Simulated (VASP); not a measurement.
GaAs:

```
Ga As
1.0
     3.60640    0.00000    0.00000
    -1.80320    3.12324    0.00000
     0.00000    0.00000    3.57319
Ga As
1 1
Direct
  0.33333 0.66667 0.50000
  0.00000 0.00000 0.00000
```

Base run:

```yaml
Program: VASP 6.6.1
Functional: LDA
Potentials_or_basis: VASP PAW LDA potentials, release 64 (Ga_d, As)
Cutoff: 520 eV
k_mesh: 7 × 7 × 6
Occupations: fermi-dirac, width 0.05 eV
Spin: non-collinear spin, zero start, spin-orbit coupling
Starting_moments: "[[0.0, 0.0, 0.0], [0.0, 0.0, 0.0]] μB"
```

Its results: pressure -5.8 GPa; net moment 0.00 μB per cell.

Task: The run is repeated on the same cell with these changes: functional from LDA to PBE; potentials or basis from VASP PAW LDA potentials, release 64 (Ga_d, As) to VASP PAW PBE potentials, release 64 (Ga_d, As). What comes out?

Result: Pressure -0.6 GPa; net moment 0.00 μB per cell.
